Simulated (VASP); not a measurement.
# Ta (I4/mmm) in VASP: notebook

Ta is run at these levels: PBEsol; tasks: single point.

All numbers are computed with VASP 6.6.1; they aren't measurements. Logs are shortened: lines on timing, memory, paths and dates and some standing lists are left out, and cuts for length are marked.

## (1) The cell of the first run

The structure is tetragonal, space group I4/mmm (No. 139). The conventional cell has a = 3.220 Å, b = 3.220 Å, c = 3.385 Å, α = 90.00°, β = 90.00°, γ = 90.00°. Within 3.7 Å of Ta (site symmetry 4/mmm) lie 14 Ta at 2.84 to 3.39 Å.

## (2) Single point, PBEsol (strain -0.025 along x and y, +0.025 along z)

INCAR

```
SYSTEM = Ta
  PREC = Accurate
  ENCUT = 520
  EDIFF = 1E-7
  ISMEAR = 0
  SIGMA = 0.15
  LREAL = .FALSE.
  LASPH = .TRUE.
  NELM = 80
  ALGO = Normal
  ISIF = 2
  LWAVE = .FALSE.
  LCHARG = .FALSE.
  GGA = PS
  NBANDS = 12
```

KPOINTS

```
Automatic mesh
0
G
  20 20 20
  0 0 0
```

POSCAR

```
Ta
1.0
   -1.6099980000      1.6099980000      1.6925620000
    1.6099980000     -1.6099980000      1.6925620000
    1.6099980000      1.6099980000     -1.6925620000
Ta
1
Direct
    0.0000000000      0.0000000000      0.0000000000
```

Potentials or basis: VASP PAW PBE potentials, release 64 (Ta_pv).

Run with:

```bash
$ cat potpaw_PBE.64/Ta_pv/POTCAR > POTCAR
$ mpirun -np 1 vasp_std > vasp.out
```

OUTCAR:

```text
SYSTEM = Ta
   PREC = Accurate
   ENCUT = 520
   EDIFF = 1E-7
   ISMEAR = 0
   LREAL = .FALSE.
   LASPH = .TRUE.
   NELM = 80
   ISIF = 2
   GGA = PS

 ion  position               nearest neighbor table
   1  0.000  0.000  0.000-

  LATTYP: Found a body centered tetragonal cell.
 ALAT       =     3.2199960000
 C/A-ratio  =     1.0512820513

  Lattice vectors:

 A1 = (  -1.6099980000,   1.6099980000,   1.6925620000)
 A2 = (   1.6099980000,  -1.6099980000,   1.6925620000)
 A3 = (   1.6099980000,   1.6099980000,  -1.6925620000)

Analysis of symmetry for initial positions (statically):
=====================================================================
 Subroutine PRICEL returns:
 Original cell was already a primitive cell.

 Routine SETGRP: Setting up the symmetry group for a
 body centered tetragonal supercell.

 Subroutine GETGRP returns: Found 16 space group operations
 (whereof 16 operations were pure point group operations)
 out of a pool of 16 trial point group operations.

The static configuration has the point symmetry D_4h.

Analysis of symmetry for dynamics (positions and initial velocities):
=====================================================================
 Subroutine PRICEL returns:
 Original cell was already a primitive cell.

 Routine SETGRP: Setting up the symmetry group for a
 body centered tetragonal supercell.

 Subroutine GETGRP returns: Found 16 space group operations
 (whereof 16 operations were pure point group operations)
 out of a pool of 16 trial point group operations.

The dynamic configuration has the point symmetry D_4h.

 Subroutine INISYM returns: Found 16 space group operations
 (whereof 16 operations are pure point group operations),
 and found     1 'primitive' translations

----------------------------------------------------------------------------------------

                                     Primitive cell

  volume of cell :      17.5491

  direct lattice vectors                    reciprocal lattice vectors
    -1.609998000  1.609998000  1.692562000     0.000000000  0.310559392  0.295410153
     1.609998000 -1.609998000  1.692562000     0.310559392  0.000000000  0.295410153
     1.609998000  1.609998000 -1.692562000     0.310559392  0.310559392  0.000000000

  length of vectors
     2.837067719  2.837067719  2.837067719     0.428619055  0.428619055  0.439197304

  position of ions in fractional coordinates (direct lattice)
     0.000000000  0.000000000  0.000000000

  ion indices of the primitive-cell ions
   primitive index   ion index
                 1           1

----------------------------------------------------------------------------------------

 KPOINTS: Automatic mesh

Automatic generation of k-mesh.
 Grid dimensions read from file:
 generate k-points for:   20   20   20

 Generating k-lattice:

  Cartesian coordinates                     Fractional coordinates (reciprocal lattice)
     0.000000000  0.015527970  0.014770508     0.050000000  0.000000000 -0.000000000
     0.015527970  0.000000000  0.014770508     0.000000000  0.050000000 -0.000000000
     0.015527970  0.015527970  0.000000000     0.000000000  0.000000000  0.050000000

  Length of vectors
     0.021430953  0.021430953  0.021959865

  Shift w.r.t. Gamma in fractional coordinates (k-lattice)
     0.000000000  0.000000000  0.000000000

 Subroutine IBZKPT returns following result:
 ===========================================

 Found    641 irreducible k-points:

 Following reciprocal coordinates:
            Coordinates               Weight
  0.000000  0.000000  0.000000      1.000000
  0.050000  0.000000 -0.000000      8.000000
  0.100000  0.000000 -0.000000      8.000000
  0.150000  0.000000 -0.000000      8.000000
  0.200000  0.000000 -0.000000      8.000000
  0.250000  0.000000 -0.000000      8.000000
[... 16 lines left out ...]
 -0.400000  0.050000  0.000000     16.000000
 -0.350000  0.050000  0.000000     16.000000
 [... further k-points ...]
   k-points           NKPTS =    641   k-points in BZ     NKDIM =    641   number of bands    NBANDS=     12
   number of dos      NEDOS =    301   number of ions     NIONS =      1
   total plane-waves  NPLWV =  13824
   dimension x,y,z NGX =    24 NGY =   24 NGZ =   24
   dimension x,y,z NGXF=    48 NGYF=   48 NGZF=   48
   ions per type =               1
   NGX,Y,Z   is equivalent  to a cutoff of  14.06, 14.06, 14.06 a.u.
   NGXF,Y,Z  is equivalent  to a cutoff of  28.13, 28.13, 28.13 a.u.
 SYSTEM =  Ta
   PREC   = accura    normal or accurate (medium, high low for compatibility)
   ISTART =      0    job   : 0-new  1-cont  2-samecut
   ICHARG =      2    charge: 1-file 2-atom 10-const
   ISPIN  =      1    spin polarized calculation?
   LNONCOLLINEAR =      F non collinear calculations
   LSORBIT =      F    spin-orbit coupling
   LASPH  =      T    aspherical Exc in radial PAW
   ENCUT  =  520.0 eV  38.22 Ry    6.18 a.u.   5.28  5.28  5.28*2*pi/ulx,y,z
   NELM   =     80;   NELMIN=  2; NELMDL= -5     # of ELM steps
   EDIFF  = 0.1E-06   stopping-criterion for ELM
   LREAL  =      F    real-space projection
   EDIFFG = 0.1E-05   stopping-criterion for IOM
   NSW    =      0    number of steps for IOM
   IBRION =     -1    ionic relax: 0-MD 1-quasi-New 2-CG
   NFREE  =      0    steps in history (QN), initial steepest desc. (CG)
   ISIF   =      2    stress and relaxation
   ISYM   =      2    0-nonsym 1-usesym 2-fastsym
   POTIM  = 0.5000    time-step for ionic-motion
   TEBEG  =    0.0;   TEEND  =   0.0 temperature during run
   PSTRESS=    0.0 pullay stress
   NELECT =      11.0000    total number of electrons
   NUPDOWN=      -1.0000    fix difference up-down
   EMIN   =  10.00;   EMAX   =-10.00  energy-range for DOS
   EFERMI =   0.00;   METHOD = LEGACY
   ISMEAR =     0;   SIGMA  =   0.15  broadening in eV -4-tet -1-fermi 0-gaus
   EFERMI_NEDOS =   21; number of points for ismear=-14 and -15
   IALGO  =     38    algorithm
   IMIX   =      4    mixing-type and parameters
     AMIX     =   0.40;   BMIX     =  1.00
     AMIX_MAG =   1.60;   BMIX_MAG =  1.00
  volume/ion in A,a.u.               =      17.55       118.43
  Fermi-wavevector in a.u.,A,eV,Ry     =   1.401051  2.647603 26.707477  1.962944
  Thomas-Fermi vector in A             =   2.523951
   LORBIT       =      0    0 simple, 1 ext, 2 COOP (PROOUT), +10 PAW based schemes
   GGA     = PS    functional components
   LHFCALC =     F    Hartree Fock is set to
   AEXX    =    0.0000 exact exchange contribution
   IVDW    =     0    specifies the selected vdW correction
   LEPSILON=     F    determine dielectric tensor
   LRPA    =     F    only Hartree local field effects (RPA)
 non-spin polarized calculation
 Gauss-broadening in eV      SIGMA  =   0.15
  energy-cutoff  :      520.00
  volume of cell :       17.55
 maximum number of plane-waves:       486
 NGX is ok and might be reduce to    24
   NGX = 11   NGY = 11   NGZ = 11

 number of electron      11.0000001 magnetization

 Free energy of the ion-electron system (eV)
  ---------------------------------------------------
  ext. energy  EPLUGINS =         0.00000000
  ---------------------------------------------------
  free energy    TOTEN  =       -12.54644406 eV

  energy without entropy =      -12.53196039  energy(sigma->0) =      -12.53920223

 E-fermi :   5.5324     XC(G=0): -12.8620

 val. band max:        5.5306451410   @ k =  -0.2000   0.0500   0.0000
 cond. band min:       5.5344756888   @ k =  -0.1500  -0.3500   0.1500
 fundamental gap:      0.0038305478
 Fermi energy:         5.5323815302

 k-point     1 :       0.0000    0.0000    0.0000
  band No.  band energies     occupation
      1     -27.3946      2.00000
      2     -27.3857      2.00000
      3     -27.3857      2.00000
      4      -2.4965      2.00000
      5       6.0670      0.00000
      6       6.0670      0.00000
      7       6.6978      0.00000
      8       9.1530      0.00000
      9      10.0217      0.00000
     10      20.1280      0.00000
     11      20.2836      0.00000
     12      21.0261      0.00000

 k-point     2 :       0.0500    0.0000   -0.0000
  band No.  band energies     occupation
      1     -27.4251      2.00000
      2     -27.3956      2.00000
      3     -27.3897      2.00000
      4      -2.3819      2.00000
      5       6.0514      0.00000
      6       6.0830      0.00000
      7       6.7208      0.00000
      8       9.0668      0.00000
      9       9.9767      0.00000
     10      20.2835      0.00000
     11      20.3420      0.00000
     12      21.2221      0.00000

 k-point     3 :       0.1000    0.0000   -0.0000
  band No.  band energies     occupation
      1     -27.5242      2.00000
      2     -27.4244      2.00000
      3     -27.3901      2.00000
      4      -2.0483      2.00000
      5       5.9836      0.00002
      6       6.0131      0.00001
      7       6.9189      0.00000
      8       8.8564      0.00000
      9       9.8917      0.00000
     10      20.2830      0.00000
     11      20.8089      0.00000
     12      21.8009      0.00000
[... 286 lines left out ...]
 k-point    23 :      -0.4000    0.0500    0.0000
  band No.  band energies     occupation
      1     -28.5030      2.00000
      2     -27.7296      2.00000
      3     -27.4055      2.00000
      4       1.0044      2.00000
      5       4.4011      2.00000
      6       5.8154      0.00762
      7       9.0517      0.00000
      8      10.4590      0.00000
      9      11.8546      0.00000
     10      18.8107      0.00000
     11      19.0544      0.00000
     12      20.3164      0.00000

 k-point    24 :      -0.3500    0.0500    0.0000
  band No.  band energies     occupation
      1     -28.3538      2.00000
      2     -27.6786      2.00000
      3     -27.4060      2.00000
      4       0.7355      2.00000
      5       4.6372      2.00000
      6       5.3644      1.88667
      7       8.8931      0.00000
      8      10.2683      0.00000
      9      10.7308      0.00000
     10      19.6393      0.00000
     11      20.1483      0.00000
     12      20.5152      0.00000

 [... further k-points ...]

------------------------ aborting loop because EDIFF is reached ----------------------------------------

  FORCE on cell =-STRESS in cart. coord.  units (eV):
  Direction    XX          YY          ZZ          XY          YZ          ZX
  --------------------------------------------------------------------------------------
  -------------------------------------------------------------------------------------
  Total        0.4282182      0.4282182     -0.2295637      0.0000000     -0.0000000      0.0000000
  in kB       39.0949335     39.0949335    -20.9584175      0.0000000     -0.0000000      0.0000000
  external PRESSURE =      19.0771499 kB  Pullay stress =       0.0000000 kB

 VOLUME and BASIS-vectors are now :
 -----------------------------------------------------------------------------
  energy-cutoff  :      520.00
  volume of cell :       17.55
      direct lattice vectors                 reciprocal lattice vectors
    -1.609998000  1.609998000  1.692562000     0.000000000  0.310559392  0.295410153
     1.609998000 -1.609998000  1.692562000     0.310559392  0.000000000  0.295410153
     1.609998000  1.609998000 -1.692562000     0.310559392  0.310559392  0.000000000

 POSITION                                       TOTAL-FORCE (eV/Angst)
 -----------------------------------------------------------------------------------
      0.00000      0.00000      0.00000         0.000000      0.000000      0.000000
 -----------------------------------------------------------------------------------
    total drift:                                0.000000      0.000000      0.000000

  FREE ENERGIE OF THE ION-ELECTRON SYSTEM (eV)
  ---------------------------------------------------
  free  energy   TOTEN  =       -12.5464440637 eV

  energy  without entropy=      -12.5319603920  energy(sigma->0) =      -12.53920223
```

Run time: 36 s. Hardware: 1 thread of Intel Xeon 6975P-C (Granite Rapids), shared host; peak memory 0.24 GiB.

What came out:

```yaml
Free_energy: -12.5464 eV
Pressure: 1.9 GPa
```

Stress tensor (GPa, compression positive):
```
 3.91  0.00  0.00
 0.00  3.91  0.00
 0.00  0.00 -2.10
```

Levels at points of the mesh, in eV from the Fermi level:
| k point | band 2 | band 3 | band 4 | band 5 | band 6 | band 7 | band 8 | band 9 |
| --- | --- | --- | --- | --- | --- | --- | --- | --- |
| (0.00, 0.00, 0.00) | -32.92 | -32.92 | -8.03 | 0.53 | 0.53 | 1.17 | 3.62 | 4.49 |
| (0.50, 0.00, 0.00) | -33.31 | -32.92 | -4.51 | -1.40 | 1.62 | 3.53 | 5.07 | 7.98 |
| (0.50, 0.50, 0.00) | -33.37 | -32.97 | -4.49 | -2.05 | 1.99 | 4.56 | 5.35 | 8.16 |
| (0.50, 0.50, 0.50) | -33.76 | -33.76 | -4.05 | -3.89 | 6.92 | 7.14 | 7.14 | 8.06 |

Caveat: the cell differs from its parent crystal (strain -0.025 along x and y, +0.025 along z); the PAW data sets were made with another functional, which shifts forces and pressure a little; spin-orbit coupling is left out, which moves the levels of the heavy elements.

## (3) Single point, PBEsol (strain +0.000 along x and y, +0.025 along z)

INCAR

```
PREC = Accurate
ENCUT = 520
EDIFF = 1E-6
ISMEAR = 0
SIGMA = 0.15
LREAL = False
LASPH = True
NELM = 100
ALGO = Normal
ISIF = 2
LWAVE = False
LCHARG = False
GGA = PS
NBANDS = 12
```

KPOINTS

```
regular mesh
0
Gamma
  20 20 20
```

POSCAR

```
Ta
1.0
   -1.6512800000      1.6512800000      1.6925620000
    1.6512800000     -1.6512800000      1.6925620000
    1.6512800000      1.6512800000     -1.6925620000
Ta
1
Direct
    0.0000000000      0.0000000000      0.0000000000
```

Potentials or basis: VASP PAW PBE potentials, release 64 (Ta_pv).

Run with:

```bash
$ cat potpaw_PBE.64/Ta_pv/POTCAR > POTCAR
$ mpirun -np 1 vasp_std > vasp.out
```

Wall time 35 s (1 thread of Intel Xeon 6975P-C (Granite Rapids), shared host); peak memory 0.25 GiB.

Results (log left out):

| Item | Value |
| --- | --- |
| Free energy | -12.5358 eV |
| Pressure | -8.2 GPa |

Stress tensor (GPa, compression positive):
```
 -7.29   0.00   0.00
  0.00  -7.29   0.00
  0.00   0.00 -10.02
```

Levels at points of the mesh, in eV from the Fermi level:
| k point | band 3 | band 4 | band 5 | band 6 | band 7 | band 8 | band 9 | band 10 |
| --- | --- | --- | --- | --- | --- | --- | --- | --- |
| (0.00, 0.00, 0.00) | -33.12 | -7.83 | 0.63 | 0.63 | 0.93 | 3.70 | 4.10 | 14.58 |
| (0.50, 0.00, 0.00) | -33.12 | -4.28 | -1.37 | 1.45 | 3.59 | 4.75 | 7.54 | 11.26 |
| (0.50, 0.50, 0.00) | -33.14 | -4.26 | -1.68 | 1.63 | 4.04 | 4.91 | 7.62 | 11.42 |
| (0.50, 0.50, 0.50) | -33.86 | -3.70 | -3.62 | 6.58 | 6.68 | 6.68 | 8.03 | 8.66 |

Caveat: the cell differs from its parent crystal (strain +0.000 along x and y, +0.025 along z); the PAW data sets were made with another functional, which shifts forces and pressure a little; spin-orbit coupling is left out, which moves the levels of the heavy elements.

## (4) Single point, PBEsol (strain +0.025 along x and y, -0.025 along z)

INCAR, as its differences from that of step 3:

```diff
@@ -7,3 +7,3 @@
 LASPH = True
-NELM = 100
+NELM = 60
 ALGO = Normal
```

KPOINTS is that of step 3.

POSCAR

```
Ta
1.0
   -1.6925620000      1.6925620000      1.6099980000
    1.6925620000     -1.6925620000      1.6099980000
    1.6925620000      1.6925620000     -1.6099980000
Ta
1
Direct
    0.0000000000      0.0000000000      0.0000000000
```

Run with:

```bash
$ cat potpaw_PBE.64/Ta_pv/POTCAR > POTCAR
$ mpirun -np 1 vasp_std > vasp.out
```

It took 34 s on 1 thread of Intel Xeon 6975P-C (Granite Rapids), shared host; peak memory 0.25 GiB.

Results (log left out):

```yaml
Free_energy: -12.5289 eV
Pressure: -7.9 GPa
```

Stress tensor (GPa, compression positive):
```
-9.52  0.00  0.00
 0.00 -9.52  0.00
 0.00  0.00 -4.60
```

Levels at points of the mesh, in eV from the Fermi level:
```tsv
k point	band 1	band 2	band 3	band 4	band 5	band 6	band 7	band 8	band 9	band 10
(0.00, 0.00, 0.00)	-33.13	-33.13	-33.12	-7.84	0.32	0.95	0.95	3.44	4.31	14.57
(0.50, 0.00, 0.00)	-34.21	-33.50	-33.15	-4.27	-1.69	1.63	3.86	5.10	7.58	11.41
(0.50, 0.50, 0.00)	-34.23	-33.44	-33.11	-4.32	-1.04	1.27	3.21	4.49	7.47	11.11
(0.50, 0.50, 0.50)	-33.93	-33.93	-33.81	-3.74	-3.61	6.58	6.58	6.78	8.02	8.02
```

Caveat: the cell differs from its parent crystal (strain +0.025 along x and y, -0.025 along z); the PAW data sets were made with another functional, which shifts forces and pressure a little; spin-orbit coupling is left out, which moves the levels of the heavy elements.

## (5) Summary

| cell | gap on the mesh (eV) | pressure (GPa) |
| --- | --- | --- |
| a = 2.837 Å, angles 110.8, 110.8, 106.7°, 1 atom | none | 1.9 |
| a = 2.884 Å, angles 110.1, 110.1, 108.1°, 1 atom | none | -8.2 |
| a = 2.885 Å, angles 108.1, 108.1, 112.1°, 1 atom | none | -7.9 |

Alike in all rows: task single point; level PBEsol; potentials or basis VASP PAW PBE potentials, release 64 (Ta_pv); no spin polarisation; k mesh 20 × 20 × 20; cutoff (eV) 520; smearing gaussian 0.15 eV.

Caveats: the PAW data sets were made with another functional, which shifts forces and pressure a little; spin-orbit coupling is left out, which moves the levels of the heavy elements.

Total energies depend on the potentials used, so only differences within one code and one set of settings carry meaning.
